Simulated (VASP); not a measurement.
Here is a VASP 6.6.1 calculation.

INCAR

```
ALGO = Normal
DIPOL = 0.5 0.5 0.353
EDIFF = 1E-6
ENCUT = 520
GGA = PE
IDIPOL = 3
ISIF = 2
ISMEAR = 0
LASPH = T
LCHARG = T
LDIPOL = T
LELF = T
LREAL = F
LVACPOTAV = T
LVHAR = T
LWAVE = F
NBANDS = 38
NELM = 80
PREC = Accurate
SIGMA = 0.1
```

KPOINTS

```
k-points
0
Gamma
  9 9 1
```

Contents of POSCAR:

```
SiGe4
1.0
    4.0740542171      0.0000000000      0.0000000000
   -2.0370271085      3.5282344484      0.0000000000
    0.0000000000      0.0000000000     19.7403205846
Ge Si
4 1
Direct
    0.3333333333      0.6666666667      0.2026309544
    0.0000000000      0.0000000000      0.2447585800
    0.0000000000      0.0000000000      0.3792011874
    0.6666666667      0.3333333333      0.4174360061
    1.5555555556      0.5555555556      0.5230490661
```

Potentials or basis: VASP PAW PBE potentials, release 64 (Ge_d, Si).

Launch:

```bash
$ cat potpaw_PBE.64/Ge_d/POTCAR potpaw_PBE.64/Si/POTCAR > POTCAR
$ mpirun -np 1 vasp_std > vasp.out
```

**Question.** Predict the band gap on the k mesh.

**Answer.** Zero (bands 30 and 31 overlap by 0.65 eV).

**Question.** Estimate the largest force.

**Answer.** 0.734 eV/Å.

Forces on the atoms (eV/Å):
```
Ge   0.053 -0.058  0.326
Ge  -0.104  0.045 -0.254
Ge   0.014  0.077 -0.730
Ge  -0.091 -0.049  0.663
Si   0.128 -0.016 -0.004
```
